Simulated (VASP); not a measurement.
# LiCuSn2 (P-3m1) in VASP: further runs

Runs on LiCuSn2. Level: PBE. Tasks: single point.

Everything below comes from runs of VASP 6.6.1. Logs are shortened: lines on timing, memory, paths and dates and some standing lists are left out, and cuts for length are marked.

## (1) The cell of the first run

It takes space group P-3m1 (No. 164, trigonal). Conventional cell: a = 4.239 Å, b = 4.239 Å, c = 5.511 Å, α = 90.00°, β = 90.00°, γ = 120.00°. Li (site symmetry -3m) has 2 Cu at 2.76 Å and 6 Sn at 2.96 Å within 3.6 Å. Within 3.5 Å of Cu (site symmetry -3m) lie 6 Sn at 2.68 Å and 2 Li at 2.76 Å. Sn (site symmetry 3m) has 3 Cu at 2.68 Å and 3 Li at 2.96 Å and 3 Sn at 3.29 Å within 3.5 Å.

## (2) Single point, PBE

Input file INCAR:

```
PREC = Accurate ; ENCUT = 520
EDIFF = 1E-6 ; ISMEAR = -1
SIGMA = 0.15 ; LREAL = F
LASPH = T ; NELM = 100
ALGO = Normal ; ISIF = 2
LWAVE = F ; LCHARG = F
GGA = PE ; NBANDS = 29
```

Input file KPOINTS:

```
regular mesh
0
Gamma
  12 12 8
```

Input file POSCAR:

```
LiCuSn2
1.0
    4.2394344156      0.0000000000      0.0000000000
   -2.1197172078      3.6714579016      0.0000000000
    0.0000000000      0.0000000000      5.5109718468
Li Cu Sn
1 1 2
Direct
    0.0000000000      0.0000000000      0.5000000000
    0.0000000000      0.0000000000      0.0000000000
    0.3333333333      0.6666666667      0.1993238518
    0.6666666667      0.3333333333      0.8006761482
```

Potentials or basis: VASP PAW PBE potentials, release 64 (Li_sv, Cu, Sn_d).

On the command line:

```
$ cat potpaw_PBE.64/Li_sv/POTCAR potpaw_PBE.64/Cu/POTCAR potpaw_PBE.64/Sn_d/POTCAR > POTCAR
$ mpirun -np 1 vasp_std > vasp.out
```

OUTCAR:

```text
PREC = Accurate
   ENCUT = 520
   EDIFF = 1E-6
   ISMEAR = -1
   LREAL = F
   LASPH = T
   NELM = 100
   ISIF = 2
   GGA = PE

 ion  position               nearest neighbor table
   1  0.000  0.000  0.500-   3 2.96   4 2.96   4 2.96   3 2.96   4 2.96   3 2.96
   2  0.000  0.000  0.000-   3 2.68   4 2.68   4 2.68   3 2.68   4 2.68   3 2.68
   3  0.333  0.667  0.199-   2 2.68   2 2.68   2 2.68   1 2.96   1 2.96   1 2.96   4 3.29   4 3.29
                             4 3.29
   4  0.667  0.333  0.801-   2 2.68   2 2.68   2 2.68   1 2.96   1 2.96   1 2.96   3 3.29   3 3.29
                             3 3.29

  LATTYP: Found a hexagonal cell.
 ALAT       =     4.2394344156
 C/A-ratio  =     1.2999309121

  Lattice vectors:

 A1 = (   4.2394344156,   0.0000000000,   0.0000000000)
 A2 = (  -2.1197172078,   3.6714579016,   0.0000000000)
 A3 = (   0.0000000000,   0.0000000000,   5.5109718468)

Analysis of symmetry for initial positions (statically):
=====================================================================
 Subroutine PRICEL returns:
 Original cell was already a primitive cell.

 Routine SETGRP: Setting up the symmetry group for a
 hexagonal supercell.

 Subroutine GETGRP returns: Found 12 space group operations
 (whereof 12 operations were pure point group operations)
 out of a pool of 24 trial point group operations.

The static configuration has the point symmetry D_3d.

Analysis of symmetry for dynamics (positions and initial velocities):
=====================================================================
 Subroutine PRICEL returns:
 Original cell was already a primitive cell.

 Routine SETGRP: Setting up the symmetry group for a
 hexagonal supercell.

 Subroutine GETGRP returns: Found 12 space group operations
 (whereof 12 operations were pure point group operations)
 out of a pool of 24 trial point group operations.

The dynamic configuration has the point symmetry D_3d.

 Subroutine INISYM returns: Found 12 space group operations
 (whereof 12 operations are pure point group operations),
 and found     1 'primitive' translations

----------------------------------------------------------------------------------------

                                     Primitive cell

  volume of cell :      85.7778

  direct lattice vectors                    reciprocal lattice vectors
     4.239434416  0.000000000  0.000000000     0.235880521  0.136185682  0.000000000
    -2.119717208  3.671457902  0.000000000     0.000000000  0.272371365  0.000000000
     0.000000000  0.000000000  5.510971847     0.000000000  0.000000000  0.181456198

  length of vectors
     4.239434416  4.239434416  5.510971847     0.272371365  0.272371365  0.181456198

  position of ions in fractional coordinates (direct lattice)
     0.000000000  0.000000000  0.500000000
     0.000000000  0.000000000  0.000000000
     0.333333333  0.666666667  0.199323852
     0.666666667  0.333333333  0.800676148

  ion indices of the primitive-cell ions
   primitive index   ion index
                 1           1
                 2           2
                 3           3
                 4           4

----------------------------------------------------------------------------------------

 KPOINTS: regular mesh

Automatic generation of k-mesh.
 Grid dimensions read from file:
 generate k-points for:   12   12    8

 Generating k-lattice:

  Cartesian coordinates                     Fractional coordinates (reciprocal lattice)
     0.019656710  0.011348807  0.000000000     0.083333333  0.000000000  0.000000000
     0.000000000  0.022697614  0.000000000     0.000000000  0.083333333  0.000000000
     0.000000000  0.000000000  0.022682025     0.000000000  0.000000000  0.125000000

  Length of vectors
     0.022697614  0.022697614  0.022682025

  Shift w.r.t. Gamma in fractional coordinates (k-lattice)
     0.000000000  0.000000000  0.000000000

 Subroutine IBZKPT returns following result:
 ===========================================

 Found    131 irreducible k-points:

 Following reciprocal coordinates:
            Coordinates               Weight
  0.000000  0.000000  0.000000      1.000000
  0.083333  0.000000  0.000000      6.000000
  0.166667  0.000000  0.000000      6.000000
  0.250000  0.000000  0.000000      6.000000
  0.333333  0.000000  0.000000      6.000000
  0.416667  0.000000  0.000000      6.000000
[... 16 lines left out ...]
  0.166667  0.000000  0.125000      6.000000
  0.000000  0.166667  0.125000      6.000000
 [... further k-points ...]
   k-points           NKPTS =    131   k-points in BZ     NKDIM =    131   number of bands    NBANDS=     29
   number of dos      NEDOS =    301   number of ions     NIONS =      4
   total plane-waves  NPLWV =  43008
   dimension x,y,z NGX =    32 NGY =   32 NGZ =   42
   dimension x,y,z NGXF=    64 NGYF=   64 NGZF=   84
   ions per type =               1   1   2
   NGX,Y,Z   is equivalent  to a cutoff of  12.55, 12.55, 12.67 a.u.
   NGXF,Y,Z  is equivalent  to a cutoff of  25.10, 25.10, 25.34 a.u.
 SYSTEM =  unknown system
   PREC   = accura    normal or accurate (medium, high low for compatibility)
   ISTART =      0    job   : 0-new  1-cont  2-samecut
   ICHARG =      2    charge: 1-file 2-atom 10-const
   ISPIN  =      1    spin polarized calculation?
   LNONCOLLINEAR =      F non collinear calculations
   LSORBIT =      F    spin-orbit coupling
   LASPH  =      T    aspherical Exc in radial PAW
   ENCUT  =  520.0 eV  38.22 Ry    6.18 a.u.   7.88  7.88 10.25*2*pi/ulx,y,z
   NELM   =    100;   NELMIN=  2; NELMDL= -5     # of ELM steps
   EDIFF  = 0.1E-05   stopping-criterion for ELM
   LREAL  =      F    real-space projection
   EDIFFG = 0.1E-04   stopping-criterion for IOM
   NSW    =      0    number of steps for IOM
   IBRION =     -1    ionic relax: 0-MD 1-quasi-New 2-CG
   NFREE  =      0    steps in history (QN), initial steepest desc. (CG)
   ISIF   =      2    stress and relaxation
   ISYM   =      2    0-nonsym 1-usesym 2-fastsym
   POTIM  = 0.5000    time-step for ionic-motion
   TEBEG  =    0.0;   TEEND  =   0.0 temperature during run
   PSTRESS=    0.0 pullay stress
   NELECT =      42.0000    total number of electrons
   NUPDOWN=      -1.0000    fix difference up-down
   EMIN   =  10.00;   EMAX   =-10.00  energy-range for DOS
   EFERMI =   0.00;   METHOD = LEGACY
   ISMEAR =    -1;   SIGMA  =   0.15  broadening in eV -4-tet -1-fermi 0-gaus
   EFERMI_NEDOS =   21; number of points for ismear=-14 and -15
   IALGO  =     38    algorithm
   IMIX   =      4    mixing-type and parameters
     AMIX     =   0.40;   BMIX     =  1.00
     AMIX_MAG =   1.60;   BMIX_MAG =  1.00
  volume/ion in A,a.u.               =      21.44       144.71
  Fermi-wavevector in a.u.,A,eV,Ry     =   1.290327  2.438364 22.652927  1.664943
  Thomas-Fermi vector in A             =   2.422165
   LORBIT       =      0    0 simple, 1 ext, 2 COOP (PROOUT), +10 PAW based schemes
   GGA     = PE    functional components
   LHFCALC =     F    Hartree Fock is set to
   AEXX    =    0.0000 exact exchange contribution
   IVDW    =     0    specifies the selected vdW correction
   LEPSILON=     F    determine dielectric tensor
   LRPA    =     F    only Hartree local field effects (RPA)
 non-spin polarized calculation
  energy-cutoff  :      520.00
  volume of cell :       85.78
 maximum number of plane-waves:      2340
   NGX = 15   NGY = 15   NGZ = 21

 number of electron      42.0000010 magnetization

 Free energy of the ion-electron system (eV)
  ---------------------------------------------------
  ext. energy  EPLUGINS =         0.00000000
  ---------------------------------------------------
  free energy    TOTEN  =       -13.90529460 eV

  energy without entropy =      -13.80024731  energy(sigma->0) =      -13.85277095

 E-fermi :   6.0446     XC(G=0):  -9.8768

 val. band max:        6.0076175407   @ k =   0.3333   0.1667   0.3750
 cond. band min:       6.0724228916   @ k =   0.2500   0.0000   0.5000
 fundamental gap:      0.0648053509
 Fermi energy:         6.0445571382

 k-point     1 :       0.0000    0.0000    0.0000
  band No.  band energies     occupation
      1     -40.3093      2.00000
      2     -15.2213      2.00000
      3     -15.2213      2.00000
      4     -15.1854      2.00000
      5     -15.1723      2.00000
      6     -15.1723      2.00000
[... 21 lines left out ...]
     28      13.0419      0.00000
     29      13.2977      0.00000

 k-point     2 :       0.0833    0.0000    0.0000
  band No.  band energies     occupation
      1     -40.3093      2.00000
      2     -15.2215      2.00000
      3     -15.2202      2.00000
      4     -15.1842      2.00000
      5     -15.1729      2.00000
      6     -15.1705      2.00000
[... 21 lines left out ...]
     28      12.9184      0.00000
     29      12.9600      0.00000

 k-point     3 :       0.1667    0.0000    0.0000
  band No.  band energies     occupation
      1     -40.3093      2.00000
      2     -15.2221      2.00000
      3     -15.2170      2.00000
      4     -15.1833      2.00000
      5     -15.1718      2.00000
      6     -15.1654      2.00000
[... 21 lines left out ...]
     28      12.6359      0.00000
     29      12.8873      0.00000

 k-point     4 :       0.2500    0.0000    0.0000
  band No.  band energies     occupation
      1     -40.3092      2.00000
      2     -15.2230      2.00000
      3     -15.2120      2.00000
      4     -15.1861      2.00000
      5     -15.1647      2.00000
      6     -15.1578      2.00000
[... 597 lines left out ...]
     28      12.3007      0.00000
     29      13.0263      0.00000

 k-point    23 :       0.1667    0.0000    0.1250
  band No.  band energies     occupation
      1     -40.3093      2.00000
      2     -15.2212      2.00000
      3     -15.2174      2.00000
      4     -15.1813      2.00000
      5     -15.1738      2.00000
      6     -15.1668      2.00000
[... 21 lines left out ...]
     28      12.5296      0.00000
     29      13.0720      0.00000

 k-point    24 :       0.0000    0.1667    0.1250
  band No.  band energies     occupation
      1     -40.3093      2.00000
      2     -15.2221      2.00000
      3     -15.2164      2.00000
      4     -15.1848      2.00000
      5     -15.1705      2.00000
      6     -15.1658      2.00000
[... 21 lines left out ...]
     28      12.6588      0.00000
     29      13.0309      0.00000

 [... further k-points ...]

------------------------ aborting loop because EDIFF is reached ----------------------------------------

  FORCE on cell =-STRESS in cart. coord.  units (eV):
  Direction    XX          YY          ZZ          XY          YZ          ZX
  --------------------------------------------------------------------------------------
  -------------------------------------------------------------------------------------
  Total        0.0222217      0.0222217     -0.0090893      0.0000000     -0.0000000      0.0000000
  in kB        0.4150623      0.4150623     -0.1697713      0.0000000     -0.0000000      0.0000000
  external PRESSURE =       0.2201177 kB  Pullay stress =       0.0000000 kB

 VOLUME and BASIS-vectors are now :
 -----------------------------------------------------------------------------
  energy-cutoff  :      520.00
  volume of cell :       85.78
      direct lattice vectors                 reciprocal lattice vectors
     4.239434416  0.000000000  0.000000000     0.235880521  0.136185682  0.000000000
    -2.119717208  3.671457902  0.000000000     0.000000000  0.272371365  0.000000000
     0.000000000  0.000000000  5.510971847     0.000000000  0.000000000  0.181456198

 POSITION                                       TOTAL-FORCE (eV/Angst)
 -----------------------------------------------------------------------------------
      0.00000      0.00000      2.75549         0.000000      0.000000     -0.000000
      0.00000      0.00000      0.00000         0.000000      0.000000     -0.000000
     -0.00000      2.44764      1.09847         0.000000      0.000000      0.008964
      2.11972      1.22382      4.41250        -0.000000      0.000000     -0.008964
 -----------------------------------------------------------------------------------
    total drift:                               -0.000000      0.000000      0.000000

  FREE ENERGIE OF THE ION-ELECTRON SYSTEM (eV)
  ---------------------------------------------------
  free  energy   TOTEN  =       -13.9052945959 eV

  energy  without entropy=      -13.8002473104  energy(sigma->0) =      -13.85277095
```

It took 3.8 min on 1 thread of Intel Xeon Platinum 8259CL at 2.50GHz (Skylake/Cascade Lake), shared host; peak memory 0.42 GiB.

Results:

```yaml
Free_energy: -13.9053 eV
Largest_force: 0.009 eV/Å
Band_gap_on_the_k_mesh: zero (bands 21 and 22 overlap by 3.22 eV)
```

Forces on the atoms (eV/Å):
```
Li   0.000  0.000  0.000
Cu   0.000  0.000  0.000
Sn   0.000  0.000  0.009
Sn   0.000  0.000 -0.009
```

Caveat: the cutoff is under 1.25 times the usual one of these potentials, so pressure, stress and relaxed cells hold a basis-set (Pulay) error; spin-orbit coupling is left out, which moves the levels of the heavy elements.

## (3) Single point, PBE

Input file INCAR:

```
SYSTEM = LiCuSn2
PREC     = Accurate       ! precision mode
ENCUT    = 520            ! plane-wave cutoff, eV
EDIFF    = 1E-6           ! SCF threshold, eV
ISMEAR   = -1             ! smearing method
SIGMA    = 0.15           ! smearing width, eV
LREAL    = .FALSE.        ! projectors in reciprocal space
LASPH    = .TRUE.         ! aspherical terms in the spheres
NELM     = 100            ! most SCF steps
ALGO     = Normal         ! electronic algorithm
ISIF     = 2              ! what is computed and relaxed
LWAVE    = .FALSE.        ! write WAVECAR
LCHARG   = .FALSE.        ! write CHGCAR
GGA      = PE             ! functional
NBANDS   = 29             ! bands
```

Input file KPOINTS:

```
Automatic mesh
0
G
  12 12 8
  0 0 0
```

POSCAR is that of step 2.

Potentials or basis: VASP PAW PBE potentials, release 64 (Li_sv, Cu, Sn_d).

On the command line:

```
$ cat potpaw_PBE.64/Li_sv/POTCAR potpaw_PBE.64/Cu/POTCAR potpaw_PBE.64/Sn_d/POTCAR > POTCAR
$ mpirun -np 1 vasp_std > vasp.out
```

OUTCAR:

```text
SYSTEM = LiCuSn2
   PREC = Accurate
   ENCUT = 520
   EDIFF = 1E-6
   ISMEAR = -1
   LREAL = .FALSE.
   LASPH = .TRUE.
   NELM = 100
   ISIF = 2
   GGA = PE

 ion  position               nearest neighbor table
   1  0.000  0.000  0.500-   3 2.96   4 2.96   4 2.96   3 2.96   4 2.96   3 2.96
   2  0.000  0.000  0.000-   3 2.68   4 2.68   4 2.68   3 2.68   4 2.68   3 2.68
   3  0.333  0.667  0.199-   2 2.68   2 2.68   2 2.68   1 2.96   1 2.96   1 2.96   4 3.29   4 3.29
                             4 3.29
   4  0.667  0.333  0.801-   2 2.68   2 2.68   2 2.68   1 2.96   1 2.96   1 2.96   3 3.29   3 3.29
                             3 3.29

[... 969 lines left out ...]
  -------------------------------------------------------------------------------------
  Total        0.0222217      0.0222217     -0.0090893      0.0000000     -0.0000000      0.0000000
  in kB        0.4150623      0.4150623     -0.1697713      0.0000000     -0.0000000      0.0000000
  external PRESSURE =       0.2201177 kB  Pullay stress =       0.0000000 kB

 VOLUME and BASIS-vectors are now :
 -----------------------------------------------------------------------------
  energy-cutoff  :      520.00
  volume of cell :       85.78
      direct lattice vectors                 reciprocal lattice vectors
     4.239434416  0.000000000  0.000000000     0.235880521  0.136185682  0.000000000
    -2.119717208  3.671457902  0.000000000     0.000000000  0.272371365  0.000000000
     0.000000000  0.000000000  5.510971847     0.000000000  0.000000000  0.181456198

 POSITION                                       TOTAL-FORCE (eV/Angst)
 -----------------------------------------------------------------------------------
      0.00000      0.00000      2.75549         0.000000      0.000000     -0.000000
      0.00000      0.00000      0.00000         0.000000      0.000000     -0.000000
     -0.00000      2.44764      1.09847         0.000000      0.000000      0.008964
      2.11972      1.22382      4.41250        -0.000000      0.000000     -0.008964
 -----------------------------------------------------------------------------------
    total drift:                               -0.000000      0.000000      0.000000

  FREE ENERGIE OF THE ION-ELECTRON SYSTEM (eV)
  ---------------------------------------------------
  free  energy   TOTEN  =       -13.9052945959 eV

  energy  without entropy=      -13.8002473104  energy(sigma->0) =      -13.85277095
```

It took 4.3 min on 1 thread of Intel Xeon Platinum 8259CL at 2.50GHz (Skylake/Cascade Lake), shared host; peak memory 0.42 GiB.

What came out:

```
Free energy            : -13.9053 eV
Largest force          : 0.009 eV/Å
Band gap on the k mesh : zero (bands 21 and 22 overlap by 3.22 eV)
```

Forces in eV/Å, atoms in the order of the input:
```
Li   0.000  0.000  0.000
Cu   0.000  0.000  0.000
Sn   0.000  0.000  0.009
Sn   0.000  0.000 -0.009
```

Caveat: the cutoff is under 1.25 times the usual one of these potentials, so pressure, stress and relaxed cells hold a basis-set (Pulay) error; spin-orbit coupling is left out, which moves the levels of the heavy elements.
